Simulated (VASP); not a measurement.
# TiHg2 (Fd-3m) in VASP: notebook

TiHg2 is run at these levels: PBE; tasks: single point, relaxation of cell and atoms.

All numbers are computed with VASP 6.6.1; they aren't measurements. Logs are shortened: lines on timing, memory, paths and dates and some standing lists are left out, and cuts for length are marked.

## Step 1: The cell of the first run

Symmetry: Fd-3m, No. 227, cubic system. Conventional cell: a = 7.977 Å, b = 7.977 Å, c = 7.977 Å, α = 90.00°, β = 90.00°, γ = 90.00°. Within 4.3 Å of Ti (site symmetry -43m) lie 12 Hg at 3.31 Å and 4 Ti at 3.45 Å. Hg (site symmetry -3m) has 6 Hg at 2.82 Å and 6 Ti at 3.31 Å within 3.7 Å.

## Step 2: Single point, PBE

File INCAR:

```
SYSTEM = TiHg2
ALGO = Fast
EDIFF = 1E-6
ENCUT = 520
GGA = PE
ISIF = 2
ISMEAR = 0
LASPH = .True.
LCHARG = .False.
LREAL = .False.
LWAVE = .False.
NBANDS = 45
NELM = 100
PREC = Accurate
SIGMA = 0.1
```

File KPOINTS:

```
k-points
0
Gamma
  8 8 8
  0 0 0
```

File POSCAR:

```
TiHg2
1.0
    0.0000000000      3.9886611444      3.9886611444
    3.9886611444      0.0000000000      3.9886611444
    3.9886611444      3.9886611444      0.0000000000
Ti Hg
2 4
Direct
    0.0000000000      0.0000000000      0.0000000000
    0.2500000000      0.2500000000      0.2500000000
    0.6250000000      0.6250000000      0.6250000000
    0.1250000000      0.6250000000      0.6250000000
    0.6250000000      0.6250000000      0.1250000000
    0.6250000000      0.1250000000      0.6250000000
```

Potentials or basis: VASP PAW PBE potentials, release 64 (Ti_sv, Hg).

Launch:

```bash
$ cat potpaw_PBE.64/Ti_sv/POTCAR potpaw_PBE.64/Hg/POTCAR > POTCAR
$ mpirun -np 1 vasp_std > vasp.out
```

OUTCAR:

```text
SYSTEM = TiHg2
   EDIFF = 1E-6
   ENCUT = 520
   GGA = PE
   ISIF = 2
   ISMEAR = 0
   LASPH = .True.
   LREAL = .False.
   NELM = 100
   PREC = Accurate

 ion  position               nearest neighbor table
   1  0.000  0.000  0.000-   5 3.31   6 3.31   4 3.31   5 3.31   4 3.31   6 3.31   3 3.31   3 3.31
                             3 3.31   4 3.31   5 3.31   6 3.31
   2  0.250  0.250  0.250-   4 3.31   6 3.31   4 3.31   5 3.31   5 3.31   6 3.31   3 3.31   6 3.31
                             3 3.31   3 3.31   4 3.31   5 3.31
   3  0.625  0.625  0.625-   4 2.82   5 2.82   6 2.82   5 2.82   6 2.82   4 2.82   1 3.31   2 3.31
                             1 3.31   2 3.31   1 3.31   2 3.31
   4  0.125  0.625  0.625-   3 2.82   5 2.82   6 2.82   3 2.82   5 2.82   6 2.82   2 3.31   1 3.31
                             2 3.31   1 3.31   1 3.31   2 3.31
   5  0.625  0.625  0.125-   3 2.82   3 2.82   4 2.82   6 2.82   6 2.82   4 2.82   1 3.31   2 3.31
                             1 3.31   2 3.31   1 3.31   2 3.31
   6  0.625  0.125  0.625-   3 2.82   5 2.82   3 2.82   4 2.82   5 2.82   4 2.82   1 3.31   2 3.31
                             1 3.31   2 3.31   1 3.31   2 3.31

  LATTYP: Found a face centered cubic cell.
 ALAT       =     7.9773222888

  Lattice vectors:

 A1 = (   0.0000000000,   3.9886611444,   3.9886611444)
 A2 = (   3.9886611444,   0.0000000000,   3.9886611444)
 A3 = (   3.9886611444,   3.9886611444,   0.0000000000)

Analysis of symmetry for initial positions (statically):
=====================================================================
 Subroutine PRICEL returns:
 Original cell was already a primitive cell.

 Routine SETGRP: Setting up the symmetry group for a
 face centered cubic supercell.

 Subroutine GETGRP returns: Found 48 space group operations
 (whereof 24 operations were pure point group operations)
 out of a pool of 48 trial point group operations.

The static configuration has the point symmetry T_d .
 The point group associated with its full space group is O_h .

Analysis of symmetry for dynamics (positions and initial velocities):
=====================================================================
 Subroutine PRICEL returns:
 Original cell was already a primitive cell.

 Routine SETGRP: Setting up the symmetry group for a
 face centered cubic supercell.

 Subroutine GETGRP returns: Found 48 space group operations
 (whereof 24 operations were pure point group operations)
 out of a pool of 48 trial point group operations.

The dynamic configuration has the point symmetry T_d .
 The point group associated with its full space group is O_h .

 Subroutine INISYM returns: Found 48 space group operations
 (whereof 24 operations are pure point group operations),
 and found     1 'primitive' translations

----------------------------------------------------------------------------------------

                                     Primitive cell

  volume of cell :     126.9146

  direct lattice vectors                    reciprocal lattice vectors
     0.000000000  3.988661144  3.988661144    -0.125355347  0.125355347  0.125355347
     3.988661144  0.000000000  3.988661144     0.125355347 -0.125355347  0.125355347
     3.988661144  3.988661144  0.000000000     0.125355347  0.125355347 -0.125355347

  length of vectors
     5.640818686  5.640818686  5.640818686     0.217121829  0.217121829  0.217121829

  position of ions in fractional coordinates (direct lattice)
     0.000000000  0.000000000  0.000000000
     0.250000000  0.250000000  0.250000000
     0.625000000  0.625000000  0.625000000
     0.125000000  0.625000000  0.625000000
     0.625000000  0.625000000  0.125000000
     0.625000000  0.125000000  0.625000000

  ion indices of the primitive-cell ions
   primitive index   ion index
                 1           1
                 2           2
                 3           3
                 4           4
                 5           5
                 6           6

----------------------------------------------------------------------------------------

 KPOINTS: k-points

Automatic generation of k-mesh.
 Grid dimensions read from file:
 generate k-points for:    8    8    8

 Generating k-lattice:

  Cartesian coordinates                     Fractional coordinates (reciprocal lattice)
    -0.015669418  0.015669418  0.015669418     0.125000000  0.000000000  0.000000000
     0.015669418 -0.015669418  0.015669418     0.000000000  0.125000000  0.000000000
     0.015669418  0.015669418 -0.015669418     0.000000000  0.000000000  0.125000000

  Length of vectors
     0.027140229  0.027140229  0.027140229

  Shift w.r.t. Gamma in fractional coordinates (k-lattice)
     0.000000000  0.000000000  0.000000000

 Subroutine IBZKPT returns following result:
 ===========================================

 Found     29 irreducible k-points:

 Following reciprocal coordinates:
            Coordinates               Weight
  0.000000  0.000000  0.000000      1.000000
  0.125000  0.000000  0.000000      8.000000
  0.250000  0.000000  0.000000      8.000000
  0.375000  0.000000  0.000000      8.000000
  0.500000  0.000000  0.000000      4.000000
  0.125000  0.125000  0.000000      6.000000
[... 16 lines left out ...]
  0.500000  0.250000  0.125000     48.000000
 -0.375000  0.250000  0.125000     24.000000
 [... further k-points ...]
   k-points           NKPTS =     29   k-points in BZ     NKDIM =     29   number of bands    NBANDS=     45
   number of dos      NEDOS =    301   number of ions     NIONS =      6
   total plane-waves  NPLWV =  74088
   dimension x,y,z NGX =    42 NGY =   42 NGZ =   42
   dimension x,y,z NGXF=    84 NGYF=   84 NGZF=   84
   ions per type =               2   4
   NGX,Y,Z   is equivalent  to a cutoff of  12.38, 12.38, 12.38 a.u.
   NGXF,Y,Z  is equivalent  to a cutoff of  24.76, 24.76, 24.76 a.u.
 SYSTEM =  TiHg2
   PREC   = accura    normal or accurate (medium, high low for compatibility)
   ISTART =      0    job   : 0-new  1-cont  2-samecut
   ICHARG =      2    charge: 1-file 2-atom 10-const
   ISPIN  =      1    spin polarized calculation?
   LNONCOLLINEAR =      F non collinear calculations
   LSORBIT =      F    spin-orbit coupling
   LASPH  =      T    aspherical Exc in radial PAW
   ENCUT  =  520.0 eV  38.22 Ry    6.18 a.u.  10.49 10.49 10.49*2*pi/ulx,y,z
   NELM   =    100;   NELMIN=  2; NELMDL= -5     # of ELM steps
   EDIFF  = 0.1E-05   stopping-criterion for ELM
   LREAL  =      F    real-space projection
   EDIFFG = 0.1E-04   stopping-criterion for IOM
   NSW    =      0    number of steps for IOM
   IBRION =     -1    ionic relax: 0-MD 1-quasi-New 2-CG
   NFREE  =      0    steps in history (QN), initial steepest desc. (CG)
   ISIF   =      2    stress and relaxation
   ISYM   =      2    0-nonsym 1-usesym 2-fastsym
   POTIM  = 0.5000    time-step for ionic-motion
   TEBEG  =    0.0;   TEEND  =   0.0 temperature during run
   PSTRESS=    0.0 pullay stress
   NELECT =      72.0000    total number of electrons
   NUPDOWN=      -1.0000    fix difference up-down
   EMIN   =  10.00;   EMAX   =-10.00  energy-range for DOS
   EFERMI =   0.00;   METHOD = LEGACY
   ISMEAR =     0;   SIGMA  =   0.10  broadening in eV -4-tet -1-fermi 0-gaus
   EFERMI_NEDOS =   21; number of points for ismear=-14 and -15
   IALGO  =     68    algorithm
   IMIX   =      4    mixing-type and parameters
     AMIX     =   0.40;   BMIX     =  1.00
     AMIX_MAG =   1.60;   BMIX_MAG =  1.00
  volume/ion in A,a.u.               =      21.15       142.74
  Fermi-wavevector in a.u.,A,eV,Ry     =   1.355237  2.561026 24.989369  1.836667
  Thomas-Fermi vector in A             =   2.482341
   LORBIT       =      0    0 simple, 1 ext, 2 COOP (PROOUT), +10 PAW based schemes
   GGA     = PE    functional components
   LHFCALC =     F    Hartree Fock is set to
   AEXX    =    0.0000 exact exchange contribution
   IVDW    =     0    specifies the selected vdW correction
   LEPSILON=     F    determine dielectric tensor
   LRPA    =     F    only Hartree local field effects (RPA)
 non-spin polarized calculation
 RMM-DIIS sequential band-by-band and
 Gauss-broadening in eV      SIGMA  =   0.10
  energy-cutoff  :      520.00
  volume of cell :      126.91
 maximum number of plane-waves:      3479
 NGX is ok and might be reduce to    42
   NGX = 21   NGY = 21   NGZ = 21

 number of electron      71.9999985 magnetization

 Free energy of the ion-electron system (eV)
  ---------------------------------------------------
  ext. energy  EPLUGINS =         0.00000000
  ---------------------------------------------------
  free energy    TOTEN  =       -13.89633457 eV

  energy without entropy =      -13.84386986  energy(sigma->0) =      -13.87010222

 E-fermi :   4.8008     XC(G=0): -11.1786

 val. band max:        4.7891387377   @ k =  -0.3750   0.3750   0.0000
 cond. band min:       4.8114266416   @ k =   0.3750   0.2500   0.0000
 fundamental gap:      0.0222879039
 Fermi energy:         4.8007561107

 k-point     1 :       0.0000    0.0000    0.0000
  band No.  band energies     occupation
      1     -52.6295      2.00000
      2     -52.6210      2.00000
      3     -28.8814      2.00000
      4     -28.8814      2.00000
      5     -28.8814      2.00000
      6     -28.8495      2.00000
[... 37 lines left out ...]
     44       7.3562      0.00000
     45       7.3934      0.00000

 k-point     2 :       0.1250    0.0000    0.0000
  band No.  band energies     occupation
      1     -52.6292      2.00000
      2     -52.6212      2.00000
      3     -28.8819      2.00000
      4     -28.8818      2.00000
      5     -28.8811      2.00000
      6     -28.8499      2.00000
[... 37 lines left out ...]
     44       7.1476      0.00000
     45       7.7086      0.00000

 k-point     3 :       0.2500    0.0000    0.0000
  band No.  band energies     occupation
      1     -52.6286      2.00000
      2     -52.6219      2.00000
      3     -28.8828      2.00000
      4     -28.8828      2.00000
      5     -28.8803      2.00000
      6     -28.8508      2.00000
[... 37 lines left out ...]
     44       7.2546      0.00000
     45       7.4126      0.00000

 k-point     4 :       0.3750    0.0000    0.0000
  band No.  band energies     occupation
      1     -52.6278      2.00000
      2     -52.6227      2.00000
      3     -28.8837      2.00000
      4     -28.8837      2.00000
      5     -28.8798      2.00000
      6     -28.8516      2.00000
[... 901 lines left out ...]
     44       6.9676      0.00000
     45       7.2088      0.00000

 k-point    23 :       0.5000    0.2500    0.1250
  band No.  band energies     occupation
      1     -52.6272      2.00000
      2     -52.6233      2.00000
      3     -28.8864      2.00000
      4     -28.8848      2.00000
      5     -28.8748      2.00000
      6     -28.8563      2.00000
[... 37 lines left out ...]
     44       7.2168      0.00000
     45       7.3064      0.00000

 k-point    24 :      -0.3750    0.2500    0.1250
  band No.  band energies     occupation
      1     -52.6267      2.00000
      2     -52.6237      2.00000
      3     -28.8869      2.00000
      4     -28.8852      2.00000
      5     -28.8738      2.00000
      6     -28.8573      2.00000
[... 37 lines left out ...]
     44       7.2739      0.00000
     45       7.5599      0.00000

 [... further k-points ...]

------------------------ aborting loop because EDIFF is reached ----------------------------------------

  FORCE on cell =-STRESS in cart. coord.  units (eV):
  Direction    XX          YY          ZZ          XY          YZ          ZX
  --------------------------------------------------------------------------------------
  -------------------------------------------------------------------------------------
  Total        0.5559283      0.5559283      0.5559283      0.0000000      0.0000000      0.0000000
  in kB        7.0180734      7.0180734      7.0180734      0.0000000      0.0000000      0.0000000
  external PRESSURE =       7.0180734 kB  Pullay stress =       0.0000000 kB

 VOLUME and BASIS-vectors are now :
 -----------------------------------------------------------------------------
  energy-cutoff  :      520.00
  volume of cell :      126.91
      direct lattice vectors                 reciprocal lattice vectors
     0.000000000  3.988661144  3.988661144    -0.125355347  0.125355347  0.125355347
     3.988661144  0.000000000  3.988661144     0.125355347 -0.125355347  0.125355347
     3.988661144  3.988661144  0.000000000     0.125355347  0.125355347 -0.125355347

 POSITION                                       TOTAL-FORCE (eV/Angst)
 -----------------------------------------------------------------------------------
      0.00000      0.00000      0.00000        -0.000000     -0.000000     -0.000000
      1.99433      1.99433      1.99433         0.000000      0.000000      0.000000
      4.98583      4.98583      4.98583        -0.000000     -0.000000      0.000000
      4.98583      2.99150      2.99150        -0.000000     -0.000000      0.000000
      2.99150      2.99150      4.98583        -0.000000     -0.000000      0.000000
      2.99150      4.98583      2.99150        -0.000000     -0.000000      0.000000
 -----------------------------------------------------------------------------------
    total drift:                                0.000000      0.000000      0.000000

  FREE ENERGIE OF THE ION-ELECTRON SYSTEM (eV)
  ---------------------------------------------------
  free  energy   TOTEN  =       -13.8963345699 eV

  energy  without entropy=      -13.8438698618  energy(sigma->0) =      -13.87010222
```

Run time: 5.9 min. Hardware: 1 thread of Intel Xeon 6975P-C (Granite Rapids), shared host; peak memory 0.34 GiB.

Results:

- Free energy: -13.8963 eV
- Pressure: 0.7 GPa
- Band gap on the k mesh: zero (bands 36 and 37 overlap by 0.84 eV)

Caveat: spin-orbit coupling is left out, which moves the levels of the heavy elements.

(Part 1 of 2 ends here.)

The gap in the log of VASP goes by the Fermi energy; the results here count the filled bands.